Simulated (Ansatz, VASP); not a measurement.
Two plane-wave programs on SiTe4H

```
Si Te H
1.0
     7.62114    0.00000    0.00000
     0.00000    7.62114    0.00000
     0.00000    0.00000    3.09412
Si Te H
1 4 1
Direct
  0.00000 0.00000 0.00000
  0.18592 0.50000 0.50000
  0.81408 0.50000 0.50000
  0.50000 0.81408 0.50000
  0.50000 0.18592 0.50000
  0.50000 0.50000 0.50000
```

Alike in both runs: functional PBE; k mesh 2 × 2 × 6; occupations gaussian, width 0.1 eV; no spin polarisation.

Ansatz relaxed the structure, and its values are those at the end. VASP's run is a single point on that final structure, the one shown.

```csv
,VASP,Ansatz
version,VASP 6.6.1,Ansatz 0.2.0
potentials or method,"VASP PAW PBE potentials, release 64 (Si, Te, H), cutoff 520 eV","scalar-relativistic, plane waves, PAW"
valence electrons in the cell,29,69
```

Ansatz gave:

| Property | Result |
| --- | --- |
| gap on the k mesh at the Fermi level (eV) | none |
| pressure (GPa) | -0.2 |
| rms of the force components (eV/Å) | 0.015 |

Task: Which values does VASP return?

Result: gap on the k mesh at the Fermi level (eV): none; pressure (GPa): -0.2; rms of the force components (eV/Å): 0.014.

A gap of «none» marks a metal or a gap that the smearing closes. VASP's potentials hold 29 valence electrons a cell and Ansatz's 69, so a difference there can come from the potentials and not from the codes.

The k mesh is coarse, so the values compare programs but aren't converged. Neither program's run includes spin-orbit coupling.
